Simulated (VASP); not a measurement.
Runs of VASP 6.6.1 on Sr3Os. The structure is that of space group Pm-3m (No. 221), or close to it. The cells are those of the table. 

```csv
task,cell,k mesh,cutoff (eV),gap on the mesh (eV),pressure (GPa),relaxed volume (Å³/atom)
single point,"a = 5.002 Å, 4 atoms",10 × 10 × 10,520,none,0.1,-
relaxation of cell and atoms,"relaxed from a = 4.992 Å, 4 atoms",10 × 10 × 10,600,none,0.0,31.40
single point,"a = 4.752, b = 4.752, c = 4.703 Å, 4 atoms",4 × 4 × 4,520,none,7.0,-
relaxation of cell and atoms,"relaxed from a = 4.752, b = 4.752, c = 4.703 Å, 4 atoms",4 × 4 × 4,600,none,-0.1,31.40
single point,"a = 4.996, b = 4.996, c = 4.983 Å, 4 atoms",4 × 4 × 4,520,none,(a),-
```

Alike in all rows: level PBE; potentials or basis VASP PAW PBE potentials, release 64 (Sr_sv, Os); no spin polarisation; smearing gaussian 0.1 eV.

Estimate the missing entries.

(a) 0.3.

Caveats: spin-orbit coupling is left out, which moves the levels of the heavy elements; the cell stands under pressure (at least some runs); the volume moved by over 15 % at a fixed basis, so the end points are rough (at least some runs).

A k mesh can miss the band edges, and the runs leave out spin-orbit coupling on Os, Sr.

A gap of «none» marks levels without a gap at the run's occupations.
